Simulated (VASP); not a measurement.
# Ca12HO12 (a cell with a defect) in VASP: further runs

The runs below take Ca12HO12 (a cell with a defect) through single point, with PBEsol.

All numbers are computed with VASP 6.6.1; they aren't measurements. Logs are shortened: lines on timing, memory, paths and dates and some standing lists are left out, and cuts for length are marked.

## Step 1: The cell of the first run

The cell holds a defect, 25 atoms: a = 6.742 Å, b = 6.742 Å, c = 10.114 Å, α = 60.00°, β = 60.00°, γ = 60.00°.

## Step 2: Single point, PBEsol

Contents of INCAR:

```
PREC = Accurate
ENCUT = 520
EDIFF = 1E-6
ISMEAR = -1
SIGMA = 0.05
LREAL = Auto
LASPH = T
NELM = 60
ALGO = Normal
ISIF = 2
LWAVE = F
LCHARG = F
GGA = PS
NBANDS = 114
NELECT = 194.0
ISYM = 0
```

Contents of KPOINTS:

```
Automatic mesh
0
Gamma
  1 1 1
  0.25 0.25 0.25
```

Contents of POSCAR:

```
Ca12HO12
1.0
    0.0000000000      4.7676000000      4.7676000000
    4.7676000000      0.0000000000      4.7676000000
    7.1514000000      7.1514000000      0.0000000000
O Ca H
12 12 1
Direct
    0.7617520000      0.2193310000      0.1749050000
    0.2544080000      0.7473100000      0.4991840000
    0.7495380000      0.2480850000      0.8333060000
    0.2182990000      0.7635550000      0.1744670000
    0.7456990000      0.2557110000      0.4993920000
    0.2475190000      0.7505240000      0.8329780000
    0.2505860000      0.2516840000      0.4970210000
    0.7566730000      0.7577470000      0.1760360000
    0.7626140000      0.7635820000      0.8033560000
    0.2483630000      0.2500540000      0.1692570000
    0.2484960000      0.2499450000      0.8327970000
    0.7453520000      0.7460870000      0.5059660000
    0.9968970000      0.9981310000      0.0032210000
    0.0006400000      0.0011430000      0.6638740000
    0.5050610000      0.5064230000      0.3236530000
    0.9973920000      0.9987020000      0.3361120000
    0.5016560000      0.5026040000      0.0005330000
    0.4981060000      0.4990480000      0.6683750000
    0.9915430000      0.5007470000      0.0026970000
    0.5029830000      0.9979580000      0.3336110000
    0.0023370000      0.5000420000      0.6642500000
    0.4993860000      0.9927650000      0.0026130000
    0.9969820000      0.5041760000      0.3336510000
    0.4991550000      0.0034070000      0.6641590000
    0.6251460000      0.6263580000      0.0778340000
```

Potentials or basis: VASP PAW PBE potentials, release 64 (O, Ca_sv, H).

The run is started by

```bash
$ cat potpaw_PBE.64/O/POTCAR potpaw_PBE.64/Ca_sv/POTCAR potpaw_PBE.64/H/POTCAR > POTCAR
$ mpirun -np 1 vasp_std > vasp.out
```

OUTCAR:

```text
PREC = Accurate
   ENCUT = 520
   EDIFF = 1E-6
   ISMEAR = -1
   LREAL = Auto
   LASPH = T
   NELM = 60
   ISIF = 2
   GGA = PS
   NELECT = 194.0
   ISYM = 0

 ion  position               nearest neighbor table
   1  0.762  0.219  0.175-  16 2.28  13 2.29  20 2.29  15 2.44  19 2.44  17 2.49
   2  0.254  0.747  0.499-  18 2.37  20 2.38  21 2.38  14 2.39  16 2.39  15 2.40
   3  0.750  0.248  0.833-  18 2.38  14 2.39  13 2.39  21 2.41  17 2.41  22 2.41
   4  0.218  0.764  0.174-  16 2.28  13 2.28  23 2.30  22 2.44  15 2.44  17 2.49
   5  0.746  0.256  0.499-  18 2.37  24 2.38  23 2.38  14 2.39  16 2.39  15 2.41
   6  0.248  0.751  0.833-  18 2.38  14 2.39  13 2.40  24 2.41  17 2.41  19 2.41
   7  0.251  0.252  0.497-  23 2.38  20 2.38  21 2.38  24 2.38  14 2.39  15 2.43
   8  0.757  0.758  0.176-  20 2.27  23 2.28  13 2.29  15 2.41  19 2.47  22 2.47
   9  0.763  0.764  0.803-  21 2.26  24 2.26  14 2.28  17 2.50  19 2.53  22 2.53
  10  0.248  0.250  0.169-  23 2.39  20 2.39  16 2.39  17 2.41  19 2.42  22 2.42
  11  0.248  0.250  0.833-  18 2.38  21 2.38  24 2.38  13 2.40  22 2.41  19 2.41
  12  0.745  0.746  0.506-  18 2.36  21 2.36  24 2.36  23 2.39  20 2.39  16 2.41
  13  0.997  0.998  0.003-   4 2.28   1 2.29   8 2.29   3 2.39   6 2.40  11 2.40
  14  0.001  0.001  0.664-   9 2.28   7 2.39   6 2.39   2 2.39   3 2.39   5 2.39
  15  0.505  0.506  0.324-  25 2.03   2 2.40   5 2.41   8 2.41   7 2.43   1 2.44   4 2.44
  16  0.997  0.999  0.336-   1 2.28   4 2.28   2 2.39   5 2.39  10 2.39  12 2.41
  17  0.502  0.503  0.001-  25 2.00   3 2.41   6 2.41  10 2.41   1 2.49   4 2.49   9 2.50
  18  0.498  0.499  0.668-  12 2.36   5 2.37   2 2.37   6 2.38  11 2.38   3 2.38
  19  0.992  0.501  0.003-  25 2.02  11 2.41   6 2.41  10 2.42   1 2.44   8 2.47   9 2.53
  20  0.503  0.998  0.334-   8 2.27   1 2.29   7 2.38   2 2.38  12 2.39  10 2.39
  21  0.002  0.500  0.664-   9 2.26  12 2.36  11 2.38   7 2.38   2 2.38   3 2.41
  22  0.499  0.993  0.003-  25 2.02   3 2.41  11 2.41  10 2.42   4 2.44   8 2.47   9 2.53
  23  0.997  0.504  0.334-   8 2.28   4 2.30   7 2.38   5 2.38  12 2.39  10 2.39
  24  0.499  0.003  0.664-   9 2.26  12 2.36   5 2.38   7 2.38  11 2.38   6 2.41
  25  0.625  0.626  0.078-  17 2.00  19 2.02  22 2.02  15 2.03

IMPORTANT INFORMATION: All symmetrisations will be switched off!
NOSYMM: (Re-)initialisation of all symmetry stuff for point group C_1.

----------------------------------------------------------------------------------------

                                     Primitive cell

  volume of cell :     325.1028

  direct lattice vectors                    reciprocal lattice vectors
     0.000000000  4.767600000  4.767600000    -0.104874570  0.104874570  0.104874570
     4.767600000  0.000000000  4.767600000     0.104874570 -0.104874570  0.104874570
     7.151400000  7.151400000  0.000000000     0.069916380  0.069916380 -0.069916380

  length of vectors
     6.742404580  6.742404580 10.113606870     0.181648084  0.181648084  0.121098722

  position of ions in fractional coordinates (direct lattice)
     0.761752000  0.219331000  0.174905000
     0.254408000  0.747310000  0.499184000
     0.749538000  0.248085000  0.833306000
     0.218299000  0.763555000  0.174467000
     0.745699000  0.255711000  0.499392000
     0.247519000  0.750524000  0.832978000
[... 17 lines left out ...]
     0.499155000  0.003407000  0.664159000
     0.625146000  0.626358000  0.077834000

  ion indices of the primitive-cell ions
   primitive index   ion index
                 1           1
                 2           2
                 3           3
                 4           4
                 5           5
                 6           6
[... 17 lines left out ...]
                24          24
                25          25

----------------------------------------------------------------------------------------

 KPOINTS: Automatic mesh

Automatic generation of k-mesh.
 Grid dimensions read from file:
 generate k-points for:    1    1    1

 Generating k-lattice:

  Cartesian coordinates                     Fractional coordinates (reciprocal lattice)
    -0.104874570  0.104874570  0.104874570     1.000000000  0.000000000  0.000000000
     0.104874570 -0.104874570  0.104874570     0.000000000  1.000000000  0.000000000
     0.069916380  0.069916380 -0.069916380     0.000000000  0.000000000  1.000000000

  Length of vectors
     0.181648084  0.181648084  0.121098722

  Shift w.r.t. Gamma in fractional coordinates (k-lattice)
     0.250000000  0.250000000  0.250000000

 Subroutine IBZKPT returns following result:
 ===========================================

 Found      1 irreducible k-points:

 Following reciprocal coordinates:
            Coordinates               Weight
  0.250000  0.250000  0.250000      2.000000
   k-points           NKPTS =      1   k-points in BZ     NKDIM =      1   number of bands    NBANDS=    114
   number of dos      NEDOS =    301   number of ions     NIONS =     25
   total plane-waves  NPLWV = 200000
   dimension x,y,z NGX =    50 NGY =   50 NGZ =   80
   dimension x,y,z NGXF=   100 NGYF=  100 NGZF=  160
   ions per type =              12  12   1
   NGX,Y,Z   is equivalent  to a cutoff of  12.33, 12.33, 13.15 a.u.
   NGXF,Y,Z  is equivalent  to a cutoff of  24.66, 24.66, 26.30 a.u.
 SYSTEM =  unknown system
   PREC   = accura    normal or accurate (medium, high low for compatibility)
   ISTART =      0    job   : 0-new  1-cont  2-samecut
   ICHARG =      2    charge: 1-file 2-atom 10-const
   ISPIN  =      1    spin polarized calculation?
   LNONCOLLINEAR =      F non collinear calculations
   LSORBIT =      F    spin-orbit coupling
   LASPH  =      T    aspherical Exc in radial PAW
   ENCUT  =  520.0 eV  38.22 Ry    6.18 a.u.  12.54 12.54 18.80*2*pi/ulx,y,z
   NELM   =     60;   NELMIN=  2; NELMDL= -5     # of ELM steps
   EDIFF  = 0.1E-05   stopping-criterion for ELM
   LREAL  =      T    real-space projection
   EDIFFG = 0.1E-04   stopping-criterion for IOM
   NSW    =      0    number of steps for IOM
   IBRION =     -1    ionic relax: 0-MD 1-quasi-New 2-CG
   NFREE  =      0    steps in history (QN), initial steepest desc. (CG)
   ISIF   =      2    stress and relaxation
   ISYM   =      0    0-nonsym 1-usesym 2-fastsym
   POTIM  = 0.5000    time-step for ionic-motion
   TEBEG  =    0.0;   TEEND  =   0.0 temperature during run
   PSTRESS=    0.0 pullay stress
   NELECT =     194.0000    total number of electrons
   NUPDOWN=      -1.0000    fix difference up-down
   EMIN   =  10.00;   EMAX   =-10.00  energy-range for DOS
   EFERMI =   0.00;   METHOD = LEGACY
   ISMEAR =    -1;   SIGMA  =   0.05  broadening in eV -4-tet -1-fermi 0-gaus
   EFERMI_NEDOS =   21; number of points for ismear=-14 and -15
   IALGO  =     38    algorithm
   IMIX   =      4    mixing-type and parameters
     AMIX     =   0.40;   BMIX     =  1.00
     AMIX_MAG =   1.60;   BMIX_MAG =  1.00
  volume/ion in A,a.u.               =      13.00        87.76
  Fermi-wavevector in a.u.,A,eV,Ry     =   1.378273  2.604558 25.846115  1.899636
  Thomas-Fermi vector in A             =   2.503349
   LORBIT       =      0    0 simple, 1 ext, 2 COOP (PROOUT), +10 PAW based schemes
   GGA     = PS    functional components
   LHFCALC =     F    Hartree Fock is set to
   AEXX    =    0.0000 exact exchange contribution
   IVDW    =     0    specifies the selected vdW correction
   LEPSILON=     F    determine dielectric tensor
   LRPA    =     F    only Hartree local field effects (RPA)
 non-spin polarized calculation
  energy-cutoff  :      520.00
  volume of cell :      325.10
 maximum number of plane-waves:      8768
 NGX is ok and might be reduce to    50
   NGX = 25   NGY = 25   NGZ = 37

 number of electron     194.0000014 magnetization

 Free energy of the ion-electron system (eV)
  ---------------------------------------------------
  ext. energy  EPLUGINS =         0.00000000
  ---------------------------------------------------
  free energy    TOTEN  =      -157.23878339 eV

  energy without entropy =     -157.23878339  energy(sigma->0) =     -157.23878339

 E-fermi :   5.0538     XC(G=0): -10.9488

 val. band max:        3.7133538906   @ k =   0.2500   0.2500   0.2500
 cond. band min:       6.3569636999   @ k =   0.2500   0.2500   0.2500
 fundamental gap:      2.6436098093
 Fermi energy:         5.0537651989

 k-point     1 :       0.2500    0.2500    0.2500
  band No.  band energies     occupation
      1     -34.9656      2.00000
      2     -34.9225      2.00000
      3     -34.8991      2.00000
      4     -34.8825      2.00000
      5     -34.8813      2.00000
      6     -34.8066      2.00000
[... 101 lines left out ...]
    108       8.8130      0.00000
    109       8.9426      0.00000
 [bands above 109 left out]

------------------------ aborting loop because EDIFF is reached ----------------------------------------

  FORCE on cell =-STRESS in cart. coord.  units (eV):
  Direction    XX          YY          ZZ          XY          YZ          ZX
  --------------------------------------------------------------------------------------
  -------------------------------------------------------------------------------------
  Total       12.3750445     12.3864599     10.7722788     -1.5326928      0.2141269      0.2056205
  in kB       60.9869150     61.0431723     53.0881361     -7.5534442      1.0552640      1.0133425
  external PRESSURE =      58.3727411 kB  Pullay stress =       0.0000000 kB

 VOLUME and BASIS-vectors are now :
 -----------------------------------------------------------------------------
  energy-cutoff  :      520.00
  volume of cell :      325.10
      direct lattice vectors                 reciprocal lattice vectors
     0.000000000  4.767600000  4.767600000    -0.104874570  0.104874570  0.104874570
     4.767600000  0.000000000  4.767600000     0.104874570 -0.104874570  0.104874570
     7.151400000  7.151400000  0.000000000     0.069916380  0.069916380 -0.069916380

 POSITION                                       TOTAL-FORCE (eV/Angst)
 -----------------------------------------------------------------------------------
      2.29650      4.88254      4.67741         0.000455     -0.004639      0.017517
      7.13274      4.78278      4.77579         0.010355      0.006803     -0.026361
      7.14207      9.53280      4.75627         0.012815     -0.000800     -0.002687
      4.88801      2.28845      4.68109         0.001366      0.012724     -0.004942
      4.79048      7.12655      4.77432        -0.005741      0.014891     -0.015438
      9.53516      7.13703      4.75827         0.016727      0.013974     -0.009819
[... 17 lines left out ...]
      4.76591      7.12944      2.39601         0.016064     -0.035493     -0.004473
      3.54285      3.53707      5.96667        -0.000478      0.001501      0.007775
 -----------------------------------------------------------------------------------
    total drift:                                0.003962      0.007459      0.005848

  FREE ENERGIE OF THE ION-ELECTRON SYSTEM (eV)
  ---------------------------------------------------
  free  energy   TOTEN  =      -157.2387833855 eV

  energy  without entropy=     -157.2387833855  energy(sigma->0) =     -157.23878339
```

It took 2.5 min on 1 thread of AMD EPYC 7R43 (Zen 3), shared host; peak memory 0.43 GiB.

Results:

| Property | Result |
| --- | --- |
| Free energy | -157.2388 eV |
| Largest force | 0.042 eV/Å |

Forces in eV/Å, atoms in the order of the input:
```
O    0.000 -0.005  0.018
O    0.010  0.007 -0.026
O    0.013 -0.001 -0.003
O    0.001  0.013 -0.005
O   -0.006  0.015 -0.015
O    0.017  0.014 -0.010
O    0.001  0.004  0.003
O   -0.009 -0.010  0.001
O    0.016  0.013  0.004
O   -0.021 -0.006  0.017
O    0.019  0.028 -0.011
O    0.004 -0.005  0.005
Ca   0.001  0.000  0.037
Ca   0.018 -0.001  0.038
Ca  -0.017 -0.010 -0.019
Ca  -0.006 -0.009  0.004
Ca  -0.005 -0.010 -0.015
Ca  -0.007 -0.005  0.001
Ca  -0.027  0.009 -0.014
Ca   0.027 -0.020  0.002
Ca  -0.036  0.014 -0.002
Ca   0.010 -0.021 -0.009
Ca  -0.020  0.018 -0.003
Ca   0.016 -0.035 -0.004
H    0.000  0.002  0.008
```

Caveat: the k points lie up to 1.14 Å⁻¹ apart; the cell carries a net charge on a neutralising background, which shifts energy and pressure; the cell is charged against a uniform background, so pressure and absolute levels hang on convention; the PAW data sets were made with another functional, which shifts forces and pressure a little.

## Step 3: Single point, PBEsol, collinear spin

Contents of INCAR:

```
SYSTEM = Ca12HO12
PREC     = Accurate       ! precision mode
ENCUT    = 520            ! plane-wave cutoff, eV
EDIFF    = 1E-7           ! SCF threshold, eV
ISMEAR   = -1             ! smearing method
SIGMA    = 0.05           ! smearing width, eV
LREAL    = Auto         
LASPH    = .True.         ! aspherical terms in the spheres
NELM     = 150            ! most SCF steps
ALGO     = Normal         ! electronic algorithm
ISIF     = 2              ! what is computed and relaxed
LWAVE    = .False.        ! write WAVECAR
LCHARG   = .True.         ! write CHGCAR
ISPIN    = 2              ! spin polarisation
MAGMOM   = 0.111 0 0 0.111 0 0 0 0.111 0.111 0 0 0 0 0 0.111 0 0.111 0 0.111 0 0 0.111 0 0 0.111 ! initial moments
LORBIT   = 11             ! projections on sites
GGA      = PS             ! functional
LELF     = .True.         ! ELF
LVHAR    = .True.       
NBANDS   = 118            ! bands
ISYM     = 0
```

KPOINTS is that of step 2.

Contents of POSCAR:

```
Ca12HO12
1.0
    0.0000000000      4.7676000000      4.7676000000
    4.7676000000      0.0000000000      4.7676000000
    7.1514000000      7.1514000000      0.0000000000
O Ca H
12 12 1
Direct
    0.7529580000      0.2395560000      0.1688470000
    0.2500000000      0.7494900000      0.4997590000
    0.7488400000      0.2504770000      0.8327490000
    0.2386420000      0.7539300000      0.1688220000
    0.7483950000      0.2509090000      0.4999990000
    0.2489430000      0.7501340000      0.8328210000
    0.2492720000      0.2503650000      0.4992890000
    0.7522870000      0.7532600000      0.1694000000
    0.7528770000      0.7542390000      0.8242870000
    0.2492190000      0.2501980000      0.1666970000
    0.2493430000      0.2506920000      0.8323760000
    0.7479420000      0.7493150000      0.5011160000
    0.9991130000      0.0002090000      0.9997370000
    0.0001760000      0.0008010000      0.6651550000
    0.4977790000      0.4988900000      0.3362710000
    0.9981070000      0.9993850000      0.3342750000
    0.4981220000      0.4993450000      0.9985640000
    0.4997590000      0.5010220000      0.6655590000
    0.0051770000      0.4979630000      0.9984480000
    0.4996100000      0.9998160000      0.3336450000
    0.9995530000      0.4998260000      0.6657750000
    0.4968120000      0.0063750000      0.9982570000
    0.9987660000      0.5006230000      0.3336330000
    0.4987760000      0.0006790000      0.6658690000
    0.6261150000      0.6276220000      0.0819010000
```

Potentials or basis: VASP PAW PBE potentials, release 64 (O, Ca_sv, H).

The run is started by

```bash
$ cat potpaw_PBE.64/O/POTCAR potpaw_PBE.64/Ca_sv/POTCAR potpaw_PBE.64/H/POTCAR > POTCAR
$ mpirun -np 1 vasp_std > vasp.out
```

Run time: 5.1 min. Hardware: 1 thread of AMD EPYC 7R43 (Zen 3), shared host; peak memory 0.6 GiB.

The run converged. Its results:

```
Free energy                                           : -161.2408 eV
Pressure                                              : 2.0 GPa
Largest force                                         : 0.033 eV/Å
Band gap on the k mesh                                : 0.96 eV
Net moment                                            : 1.00 μB per cell
Site moments                                          : O +0.07, +0.00, +0.01, +0.11, +0.09; Ca +0.01, +0.00; H +0.23 μB
Valence electrons inside the program's atomic spheres : O 4.97, 4.99; Ca 8.25, 8.24, 8.26; H 0.50
```

Forces in eV/Å, atoms in the order of the input:
```
O    0.007 -0.012  0.014
O    0.002  0.000 -0.009
O   -0.002  0.005 -0.003
O   -0.007  0.000  0.010
O   -0.006 -0.006 -0.002
O    0.000  0.008  0.002
O    0.007  0.007  0.001
O   -0.003 -0.002  0.007
O   -0.006  0.001  0.010
O   -0.002 -0.006  0.000
O    0.004  0.007 -0.003
O    0.003  0.010  0.008
Ca  -0.008 -0.016  0.028
Ca   0.019  0.000 -0.005
Ca   0.005  0.007 -0.006
Ca  -0.001  0.005  0.016
Ca  -0.008  0.000  0.001
Ca  -0.011 -0.003  0.001
Ca  -0.008 -0.012 -0.014
Ca   0.008 -0.028 -0.013
Ca   0.014  0.009 -0.003
Ca   0.000 -0.001 -0.006
Ca  -0.021  0.011 -0.015
Ca   0.007  0.006 -0.001
H    0.004  0.009 -0.018
```

Stress tensor (GPa, compression positive):
```
 2.08 -1.02  0.03
-1.02  2.09  0.02
 0.03  0.02  1.73
```

Levels at points of the mesh, in eV from the valence-band top:
Spin up:
| k point | band 93 | band 94 | band 95 | band 96 | band 97 | band 98 | band 99 | band 100 | band 101 | band 102 |
| --- | --- | --- | --- | --- | --- | --- | --- | --- | --- | --- |
| (0.25, 0.25, 0.25) | -1.66 | -1.57 | -1.33 | -1.28 | 0.00 | 2.90 | 3.55 | 3.69 | 3.97 | 4.11 |
Spin down:
```
           k point  band 93  band 94  band 95  band 96  band 97  band 98  band 99  band 100
(0.25, 0.25, 0.25)    -1.62    -1.53    -1.28    -1.24     0.96     2.93     3.55      3.73
```

Caveat: the k points lie up to 1.14 Å⁻¹ apart; the PAW data sets were made with another functional, which shifts forces and pressure a little.
